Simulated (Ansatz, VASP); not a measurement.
## HgGeSe3 in VASP and in Ansatz

INCAR

```
SYSTEM = HgGeSe3
PREC     = Accurate       ! precision mode
ENCUT    = 600            ! plane-wave cutoff, eV
EDIFF    = 1E-7           ! SCF threshold, eV
ISMEAR   = 0              ! smearing method
SIGMA    = 0.1            ! smearing width, eV
LREAL    = .FALSE.        ! projectors in reciprocal space
LASPH    = .TRUE.         ! aspherical terms in the spheres
NELM     = 80             ! most SCF steps
ALGO     = Normal         ! electronic algorithm
ISIF     = 3              ! what is computed and relaxed
LWAVE    = .FALSE.        ! write WAVECAR
LCHARG   = .FALSE.        ! write CHGCAR
GGA      = PE             ! functional
IBRION   = 2              ! ionic algorithm
NSW      = 90             ! ionic steps
EDIFFG   = -0.04          ! ionic threshold
```

Contents of KPOINTS:

```
regular mesh
0
G
  4 4 4
  0 0 0
```

The input POSCAR:

```
HgGeSe3
1.0
    4.6856294868      0.0000000000      0.0000000000
    0.0000000000      4.6856294868      0.0000000000
    0.0000000000      0.0000000000      4.7443466483
Ge Hg Se
1 1 3
Direct
    0.0000000000      0.0000000000      0.0000000000
    0.5000000000      0.5000000000      0.5150000000
    0.5000000000      0.5000000000      0.9750000000
    0.0000000000      0.5000000000      0.4850000000
    0.5000000000      0.0000000000      0.4850000000
```

Input for Ansatz:

```yaml
crystal:
  lattice:
    - [4.6856294868, 0.0, 0.0]
    - [0.0, 4.6856294868, 0.0]
    - [0.0, 0.0, 4.7443466483]
  atoms:
    - { symbol: Ge, position: [0.0, 0.0, 0.0] }
    - { symbol: Hg, position: [0.5, 0.5, 0.515] }
    - { symbol: Se, position: [0.5, 0.5, 0.975] }
    - { symbol: Se, position: [0.0, 0.5, 0.485] }
    - { symbol: Se, position: [0.5, 0.0, 0.485] }
basis:
  ecutwfc: 420
kpoints:
  mp_grid: { grid: [4, 4, 4] }
hamiltonian:
  xc: pbe
scf:
  occupations: { method: gaussian, width: 0.1 }
  lower_state_search: "off"
output:
  forces: true
  stress: true
  eigenvalues: true
relax:
  adjacent_minimum: "off"
  f_tol: 0.04
  max_steps: 70
  cell: { stress_tol: 0.4 }
```

Alike in both runs: task relaxation of cell and atoms; functional PBE; k mesh 4 × 4 × 4; occupations gaussian, width 0.1 eV; no spin polarisation.

```csv
,VASP,Ansatz
version,VASP 6.6.1,Ansatz 0.2.0
potentials or method,"VASP PAW PBE potentials, release 64 (Ge_d, Hg, Se), cutoff 600 eV","scalar-relativistic, plane waves, PAW"
valence electrons in the cell,44,82
```

```csv
,VASP,Ansatz,Ansatz less VASP
"gap on the k mesh at the Fermi level, each at its own relaxed structure (eV)",none,none,-
relaxed volume (Å³/atom),28.19,28.19,+0.003
relaxed length of the cell vector where the two differ most in proportion (Å),6.226,6.248,+0.0218
```

A gap of «none» marks a metal or a gap that the smearing closes. VASP's potentials hold 44 valence electrons a cell and Ansatz's 82, so a difference there can come from the potentials and not from the codes.

Spin-orbit coupling is off throughout. Noted on VASP's run: the volume moved by over 15 % at a fixed basis, so the end points are rough.
